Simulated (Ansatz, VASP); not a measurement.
**Two plane-wave programs on KTaO3**

```xyz
5
Lattice="3.8369 0.0000 0.0000 0.0000 3.8369 0.0000 0.0000 0.0000 4.0249" Properties=species:S:1:pos:R:3 pbc="T T T"
K     1.9184    1.9184    2.0124
Ta    0.0000    0.0000    0.0000
O     1.9184    0.0000    0.0000
O     0.0000    1.9184    0.0000
O     0.0000    0.0000    2.0124
```

Change from the starting cell: normal strain along x -0.0467, normal strain along y -0.0467.

Alike in both runs: task single point; functional PBE; k mesh 8 × 8 × 8; occupations gaussian, width 0.05 eV; no spin polarisation.

```csv
,VASP,Ansatz
version,VASP 6.6.1,Ansatz 0.2.0
potentials or method,"VASP PAW PBE potentials, release 64 (K_sv, Ta_pv, O), cutoff 520 eV","scalar-relativistic, plane waves, PAW"
valence electrons in the cell,38,40
```

```tsv
	VASP	Ansatz	Ansatz less VASP
gap on the k mesh at the Fermi level (eV)	2.27	2.32	+0.051
least direct gap on the mesh (eV)	2.81	2.85	+0.039
pressure (GPa)	24.2	23.2	-1.02
traceless stress, the component that is largest in VASP (GPa)	-15.24	-14.95	+0.287
```

VASP's potentials hold 38 valence electrons a cell and Ansatz's 40, so a difference there can come from the potentials and not from the codes.

Neither program's run includes spin-orbit coupling.
